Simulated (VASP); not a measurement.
# PbO (P4/nmm) in VASP: a series of runs

The runs below take PbO through electric field gradients, with LDA.

Program: VASP 6.6.1. These are calculated values, not measurements. Logs are shortened: lines on timing, memory, paths and dates and some standing lists are left out, and cuts for length are marked.

## Step 1: The cell of the first run

The structure is tetragonal, space group P4/nmm (No. 129). Conventional cell: a = 4.027 Å, b = 4.027 Å, c = 5.088 Å, α = 90.00°, β = 90.00°, γ = 90.00°. Within 3.1 Å of Pb (site symmetry 4mm) lie 4 O at 2.34 Å. O (site symmetry -4m2) has 4 Pb at 2.34 Å and 4 O at 2.85 Å within 3.1 Å.

## Step 2: Electric field gradients, LDA (volume scaled by 1.04)

Input file INCAR:

```
SYSTEM = PbO
ALGO = Normal
EDIFF = 1E-8
ENCUT = 520
ISIF = 2
ISMEAR = -1
LASPH = .TRUE.
LCHARG = .FALSE.
LEFG = .TRUE.
LREAL = .FALSE.
LWAVE = .FALSE.
NBANDS = 28
NELM = 60
PREC = Accurate
SIGMA = 0.03
```

Input file KPOINTS:

```
k-points
0
G
  7 7 6
  0 0 0
```

Input file POSCAR:

```
PbO
1.0
    4.0267007345      0.0000000000      0.0000000000
    0.0000000000      4.0267007345      0.0000000000
    0.0000000000      0.0000000000      5.0880865260
Pb O
2 2
Direct
    0.0000000000      0.5000000000      0.2351000000
    0.5000000000      0.0000000000      0.7649000000
    0.0000000000      0.0000000000      0.0000000000
    0.5000000000      0.5000000000      0.0000000000
```

Potentials or basis: VASP PAW LDA potentials, release 64 (Pb_d, O).

Started as:

```bash
$ cat potpaw_LDA.64/Pb_d/POTCAR potpaw_LDA.64/O/POTCAR > POTCAR
$ mpirun -np 1 vasp_std > vasp.out
```

OUTCAR:

```text
SYSTEM = PbO
   EDIFF = 1E-8
   ENCUT = 520
   ISIF = 2
   ISMEAR = -1
   LASPH = .TRUE.
   LREAL = .FALSE.
   NELM = 60
   PREC = Accurate

 ion  position               nearest neighbor table
   1  0.000  0.500  0.235-   3 2.34   4 2.34   3 2.34   4 2.34   2 3.72   2 3.72   2 3.72   2 3.72
                             2 3.92   2 3.92   2 3.92   2 3.92
   2  0.500  0.000  0.765-   3 2.34   4 2.34   4 2.34   3 2.34   1 3.72   1 3.72   1 3.72   1 3.72
                             1 3.92   1 3.92   1 3.92   1 3.92
   3  0.000  0.000  0.000-   1 2.34   2 2.34   1 2.34   2 2.34
   4  0.500  0.500  0.000-   1 2.34   2 2.34   2 2.34   1 2.34

  LATTYP: Found a simple tetragonal cell.
 ALAT       =     4.0267007345
 C/A-ratio  =     1.2635869565

  Lattice vectors:

 A1 = (   4.0267007345,   0.0000000000,   0.0000000000)
 A2 = (   0.0000000000,   4.0267007345,   0.0000000000)
 A3 = (   0.0000000000,   0.0000000000,   5.0880865260)

Analysis of symmetry for initial positions (statically):
=====================================================================
 Subroutine PRICEL returns:
 Original cell was already a primitive cell.

 Routine SETGRP: Setting up the symmetry group for a
 simple tetragonal supercell.

 Subroutine GETGRP returns: Found 16 space group operations
 (whereof  8 operations were pure point group operations)
 out of a pool of 16 trial point group operations.

The static configuration has the point symmetry D_2d.
 The point group associated with its full space group is D_4h.

Analysis of symmetry for dynamics (positions and initial velocities):
=====================================================================
 Subroutine PRICEL returns:
 Original cell was already a primitive cell.

 Routine SETGRP: Setting up the symmetry group for a
 simple tetragonal supercell.

 Subroutine GETGRP returns: Found 16 space group operations
 (whereof  8 operations were pure point group operations)
 out of a pool of 16 trial point group operations.

The dynamic configuration has the point symmetry D_2d.
 The point group associated with its full space group is D_4h.

 Subroutine INISYM returns: Found 16 space group operations
 (whereof  8 operations are pure point group operations),
 and found     1 'primitive' translations

----------------------------------------------------------------------------------------

                                     Primitive cell

  volume of cell :      82.4999

  direct lattice vectors                    reciprocal lattice vectors
     4.026700735  0.000000000  0.000000000     0.248342270  0.000000000  0.000000000
     0.000000000  4.026700735  0.000000000     0.000000000  0.248342270  0.000000000
     0.000000000  0.000000000  5.088086526     0.000000000  0.000000000  0.196537538

  length of vectors
     4.026700735  4.026700735  5.088086526     0.248342270  0.248342270  0.196537538

  position of ions in fractional coordinates (direct lattice)
     0.000000000  0.500000000  0.235100000
     0.500000000  0.000000000  0.764900000
     0.000000000  0.000000000  0.000000000
     0.500000000  0.500000000  0.000000000

  ion indices of the primitive-cell ions
   primitive index   ion index
                 1           1
                 2           2
                 3           3
                 4           4

----------------------------------------------------------------------------------------

 KPOINTS: k-points

Automatic generation of k-mesh.
 Grid dimensions read from file:
 generate k-points for:    7    7    6

 Generating k-lattice:

  Cartesian coordinates                     Fractional coordinates (reciprocal lattice)
     0.035477467  0.000000000  0.000000000     0.142857143  0.000000000  0.000000000
     0.000000000  0.035477467  0.000000000     0.000000000  0.142857143  0.000000000
     0.000000000  0.000000000  0.032756256     0.000000000  0.000000000  0.166666667

  Length of vectors
     0.035477467  0.035477467  0.032756256

  Shift w.r.t. Gamma in fractional coordinates (k-lattice)
[... 37 lines left out ...]
   dimension x,y,z NGX =    30 NGY =   30 NGZ =   40
   dimension x,y,z NGXF=    60 NGYF=   60 NGZF=   80
   ions per type =               2   2
   NGX,Y,Z   is equivalent  to a cutoff of  12.39, 12.39, 13.07 a.u.
   NGXF,Y,Z  is equivalent  to a cutoff of  24.77, 24.77, 26.14 a.u.
 SYSTEM =  PbO
   PREC   = accura    normal or accurate (medium, high low for compatibility)
   ISTART =      0    job   : 0-new  1-cont  2-samecut
   ICHARG =      2    charge: 1-file 2-atom 10-const
   ISPIN  =      1    spin polarized calculation?
   LNONCOLLINEAR =      F non collinear calculations
   LSORBIT =      F    spin-orbit coupling
   LASPH  =      T    aspherical Exc in radial PAW
   ENCUT  =  520.0 eV  38.22 Ry    6.18 a.u.   7.49  7.49  9.46*2*pi/ulx,y,z
   NELM   =     60;   NELMIN=  2; NELMDL= -5     # of ELM steps
   EDIFF  = 0.1E-07   stopping-criterion for ELM
   LREAL  =      F    real-space projection
   EDIFFG = 0.1E-06   stopping-criterion for IOM
   NSW    =      0    number of steps for IOM
   IBRION =     -1    ionic relax: 0-MD 1-quasi-New 2-CG
   NFREE  =      0    steps in history (QN), initial steepest desc. (CG)
   ISIF   =      2    stress and relaxation
   ISYM   =      2    0-nonsym 1-usesym 2-fastsym
   POTIM  = 0.5000    time-step for ionic-motion
   TEBEG  =    0.0;   TEEND  =   0.0 temperature during run
   PSTRESS=    0.0 pullay stress
   NELECT =      40.0000    total number of electrons
   NUPDOWN=      -1.0000    fix difference up-down
   EMIN   =  10.00;   EMAX   =-10.00  energy-range for DOS
   EFERMI =   0.00;   METHOD = LEGACY
   ISMEAR =    -1;   SIGMA  =   0.03  broadening in eV -4-tet -1-fermi 0-gaus
   EFERMI_NEDOS =   21; number of points for ismear=-14 and -15
   IALGO  =     38    algorithm
   IMIX   =      4    mixing-type and parameters
     AMIX     =   0.40;   BMIX     =  1.00
     AMIX_MAG =   1.60;   BMIX_MAG =  1.00
  volume/ion in A,a.u.               =      20.62       139.18
  Fermi-wavevector in a.u.,A,eV,Ry     =   1.286107  2.430390 22.505005  1.654071
  Thomas-Fermi vector in A             =   2.418201
   LORBIT       =      0    0 simple, 1 ext, 2 COOP (PROOUT), +10 PAW based schemes
   GGA     = CA    functional components
   LHFCALC =     F    Hartree Fock is set to
   AEXX    =    0.0000 exact exchange contribution
   IVDW    =     0    specifies the selected vdW correction
   LEPSILON=     F    determine dielectric tensor
   LRPA    =     F    only Hartree local field effects (RPA)
 non-spin polarized calculation
  energy-cutoff  :      520.00
  volume of cell :       82.50
 maximum number of plane-waves:      2258
 NGX is ok and might be reduce to    30
   NGX = 15   NGY = 15   NGZ = 19

 number of electron      40.0000006 magnetization

 Free energy of the ion-electron system (eV)
  ---------------------------------------------------
  ext. energy  EPLUGINS =         0.00000000
  ---------------------------------------------------
  free energy    TOTEN  =       -24.33392812 eV

  energy without entropy =      -24.33392812  energy(sigma->0) =      -24.33392812

 E-fermi :   5.0664     XC(G=0): -10.1068

 val. band max:        4.3696480470   @ k =   0.1429   0.0000   0.0000
 cond. band min:       5.8640405416   @ k =   0.4286   0.4286   0.0000
 fundamental gap:      1.4943924946
 Fermi energy:         5.0663958318

 k-point     1 :       0.0000    0.0000    0.0000
  band No.  band energies     occupation
      1     -13.4489      2.00000
      2     -13.0391      2.00000
      3     -11.4928      2.00000
      4     -11.4928      2.00000
      5     -11.4334      2.00000
      6     -11.4162      2.00000
[... 733 lines left out ...]
     27      13.5468      0.00000
     28      14.2966      0.00000

 [... further k-points ...]
[... 5 lines left out ...]
  --------------------------------------------------------------------------------------
  -------------------------------------------------------------------------------------
  Total       -2.5398767     -2.5398767     -2.0236641      0.0000000      0.0000000      0.0000000
  in kB      -49.3253323    -49.3253323    -39.3002954      0.0000000      0.0000000      0.0000000
  external PRESSURE =     -45.9836533 kB  Pullay stress =       0.0000000 kB

 VOLUME and BASIS-vectors are now :
 -----------------------------------------------------------------------------
  energy-cutoff  :      520.00
  volume of cell :       82.50
      direct lattice vectors                 reciprocal lattice vectors
     4.026700735  0.000000000  0.000000000     0.248342270  0.000000000  0.000000000
     0.000000000  4.026700735  0.000000000     0.000000000  0.248342270  0.000000000
     0.000000000  0.000000000  5.088086526     0.000000000  0.000000000  0.196537538

 POSITION                                       TOTAL-FORCE (eV/Angst)
 -----------------------------------------------------------------------------------
      0.00000      2.01335      1.19621         0.000000     -0.000000     -0.601877
      2.01335      0.00000      3.89188        -0.000000     -0.000000      0.601877
      0.00000      0.00000      0.00000         0.000000     -0.000000      0.000000
      2.01335      2.01335      0.00000         0.000000      0.000000      0.000000
 -----------------------------------------------------------------------------------
    total drift:                                0.000000      0.000000     -0.000000

  FREE ENERGIE OF THE ION-ELECTRON SYSTEM (eV)
  ---------------------------------------------------
  free  energy   TOTEN  =       -24.3339281157 eV

  energy  without entropy=      -24.3339281156  energy(sigma->0) =      -24.33392812

 Electric field gradients (V/A^2)
---------------------------------------------------------------------
 ion       V_xx      V_yy      V_zz      V_xy      V_xz      V_yz
---------------------------------------------------------------------
   1     106.270   106.270  -212.540    -0.000    -0.000     0.000
   2     106.270   106.270  -212.540    -0.000    -0.000    -0.000
   3       1.274     1.274    -2.548     0.000     0.000     0.000
   4       1.274     1.274    -2.548    -0.000     0.000    -0.000
---------------------------------------------------------------------

 Electric field gradients after diagonalization (V/A^2)
 (convention: |V_zz| > |V_xx| > |V_yy|)
----------------------------------------------------------------------
 ion       V_xx      V_yy      V_zz     asymmetry (V_yy - V_xx)/ V_zz
----------------------------------------------------------------------
   1     106.270   106.270  -212.540       0.000
   2     106.270   106.270  -212.540       0.000
   3       1.274     1.274    -2.548       0.000
   4       1.274     1.274    -2.548       0.000
----------------------------------------------------------------------

           NMR quadrupolar parameters

 Cq : quadrupolar parameter    Cq=e*Q*V_zz/h
 eta: asymmetry parameters     (V_yy - V_xx)/ V_zz
 Q  : nuclear electric quadrupole moment in mb (millibarn)
----------------------------------------------------------------------
 ion       Cq(MHz)       eta       Q (mb)
----------------------------------------------------------------------
   1      -0.514       0.000       1.000
   2      -0.514       0.000       1.000
   3      -0.006       0.000       1.000
   4      -0.006       0.000       1.000
----------------------------------------------------------------------
```

Run time: 54 s. Hardware: 1 thread of Intel Xeon Platinum 8559C (Emerald Rapids), shared host; peak memory 0.21 GiB.

What came out:

```
Free energy            : -24.3339 eV
Pressure               : -4.6 GPa
Largest force          : 0.602 eV/Å
Band gap on the k mesh : 1.49 eV, indirect (least direct gap 2.17 eV)
```

Forces on the atoms (eV/Å):
```
Pb   0.000  0.000 -0.602
Pb   0.000  0.000  0.602
O    0.000  0.000  0.000
O    0.000  0.000  0.000
```

Electric field gradients, principal values (V/Å²):
| atom | least | middle | greatest (by size) |
| --- | --- | --- | --- |
| 1 Pb | 106.270 | 106.270 | -212.540 |
| 2 Pb | 106.270 | 106.270 | -212.540 |
| 3 O | 1.274 | 1.274 | -2.548 |
| 4 O | 1.274 | 1.274 | -2.548 |

Caveat: without QUAD_EFG the Cq values of the log hold for a quadrupole moment of 1 mb, not for the nuclei; spin-orbit coupling is left out, which moves the levels of the heavy elements. A k mesh can miss the band edges.

## Step 3: Electric field gradients, LDA (volume scaled by 0.94)

Input file INCAR:

```
PREC     = Accurate       # precision mode
ENCUT    = 520            # plane-wave cutoff, eV
EDIFF    = 1E-8           # SCF threshold, eV
ISMEAR   = -1             # smearing method
SIGMA    = 0.03           # smearing width, eV
LREAL    = False          # projectors in reciprocal space
LASPH    = True           # aspherical terms in the spheres
NELM     = 100            # most SCF steps
ALGO     = Normal         # electronic algorithm
ISIF     = 2              # what is computed and relaxed
LWAVE    = False          # write WAVECAR
LCHARG   = False          # write CHGCAR
GGA      = CA             # functional
LEFG     = True         
NBANDS   = 28             # bands
```

Input file KPOINTS:

```
regular mesh
0
Gamma
  7 7 6
```

Input file POSCAR:

```
PbO
1.0
    3.8932670305      0.0000000000      0.0000000000
    0.0000000000      3.8932670305      0.0000000000
    0.0000000000      0.0000000000      4.9194814380
Pb O
2 2
Direct
    0.0000000000      0.5000000000      0.2351000000
    0.5000000000      0.0000000000      0.7649000000
    0.0000000000      0.0000000000      0.0000000000
    0.5000000000      0.5000000000      0.0000000000
```

Potentials or basis: VASP PAW LDA potentials, release 64 (Pb_d, O).

Started as:

```bash
$ cat potpaw_LDA.64/Pb_d/POTCAR potpaw_LDA.64/O/POTCAR > POTCAR
$ mpirun -np 1 vasp_std > vasp.out
```

OUTCAR:

```text
PREC = Accurate
   ENCUT = 520
   EDIFF = 1E-8
   ISMEAR = -1
   LREAL = False
   LASPH = True
   NELM = 100
   ISIF = 2
   GGA = CA

 ion  position               nearest neighbor table
   1  0.000  0.500  0.235-   3 2.26   4 2.26   3 2.26   4 2.26   2 3.60   2 3.60   2 3.60   2 3.60
                             2 3.79   2 3.79   2 3.79   2 3.79
   2  0.500  0.000  0.765-   3 2.26   4 2.26   4 2.26   3 2.26   1 3.60   1 3.60   1 3.60   1 3.60
                             1 3.79   1 3.79   1 3.79   1 3.79
   3  0.000  0.000  0.000-   1 2.26   2 2.26   1 2.26   2 2.26
   4  0.500  0.500  0.000-   1 2.26   2 2.26   2 2.26   1 2.26

  LATTYP: Found a simple tetragonal cell.
 ALAT       =     3.8932670305
 C/A-ratio  =     1.2635869565

  Lattice vectors:

 A1 = (   3.8932670305,   0.0000000000,   0.0000000000)
 A2 = (   0.0000000000,   3.8932670305,   0.0000000000)
 A3 = (   0.0000000000,   0.0000000000,   4.9194814380)

Analysis of symmetry for initial positions (statically):
=====================================================================
 Subroutine PRICEL returns:
 Original cell was already a primitive cell.
[... 951 lines left out ...]
      1.94663      0.00000      3.76291         0.000000      0.000000     -0.825768
      0.00000      0.00000      0.00000        -0.000000     -0.000000     -0.000000
      1.94663      1.94663      0.00000        -0.000000      0.000000     -0.000000
 -----------------------------------------------------------------------------------
    total drift:                                0.000000      0.000000     -0.000000

  FREE ENERGIE OF THE ION-ELECTRON SYSTEM (eV)
  ---------------------------------------------------
  free  energy   TOTEN  =       -24.3538456547 eV

  energy  without entropy=      -24.3538456547  energy(sigma->0) =      -24.35384565

 Electric field gradients (V/A^2)
---------------------------------------------------------------------
 ion       V_xx      V_yy      V_zz      V_xy      V_xz      V_yz
---------------------------------------------------------------------
   1     123.403   123.403  -246.806     0.000     0.000    -0.000
   2     123.403   123.403  -246.806     0.000     0.000     0.000
   3       1.694     1.694    -3.389     0.000     0.000     0.000
   4       1.694     1.694    -3.389    -0.000     0.000     0.000
---------------------------------------------------------------------

 Electric field gradients after diagonalization (V/A^2)
 (convention: |V_zz| > |V_xx| > |V_yy|)
----------------------------------------------------------------------
 ion       V_xx      V_yy      V_zz     asymmetry (V_yy - V_xx)/ V_zz
----------------------------------------------------------------------
   1     123.403   123.403  -246.806       0.000
   2     123.403   123.403  -246.806       0.000
   3       1.694     1.694    -3.389       0.000
   4       1.694     1.694    -3.389       0.000
----------------------------------------------------------------------

           NMR quadrupolar parameters

 Cq : quadrupolar parameter    Cq=e*Q*V_zz/h
 eta: asymmetry parameters     (V_yy - V_xx)/ V_zz
 Q  : nuclear electric quadrupole moment in mb (millibarn)
----------------------------------------------------------------------
 ion       Cq(MHz)       eta       Q (mb)
----------------------------------------------------------------------
   1      -0.597       0.000       1.000
   2      -0.597       0.000       1.000
   3      -0.008       0.000       1.000
   4      -0.008       0.000       1.000
----------------------------------------------------------------------
```

Wall time 73 s (1 thread of Intel Xeon Platinum 8488C (Sapphire Rapids), shared host); peak memory 0.19 GiB.

What came out:

```yaml
Free_energy: -24.3538 eV
Pressure: 4.3 GPa
Largest_force: 0.826 eV/Å
Band_gap_on_the_k_mesh: 1.35 eV, indirect (least direct gap 2.30 eV)
```

Forces on the atoms (eV/Å):
```
Pb   0.000  0.000  0.826
Pb   0.000  0.000 -0.826
O    0.000  0.000  0.000
O    0.000  0.000  0.000
```

Electric field gradients, principal values (V/Å²):
| atom | least | middle | greatest (by size) |
| --- | --- | --- | --- |
| 1 Pb | 123.403 | 123.403 | -246.806 |
| 2 Pb | 123.403 | 123.403 | -246.806 |
| 3 O | 1.694 | 1.694 | -3.389 |
| 4 O | 1.694 | 1.694 | -3.389 |

Caveat: without QUAD_EFG the Cq values of the log hold for a quadrupole moment of 1 mb, not for the nuclei; spin-orbit coupling is left out, which moves the levels of the heavy elements. A k mesh can miss the band edges.

(Continued in part 2 of 2.)
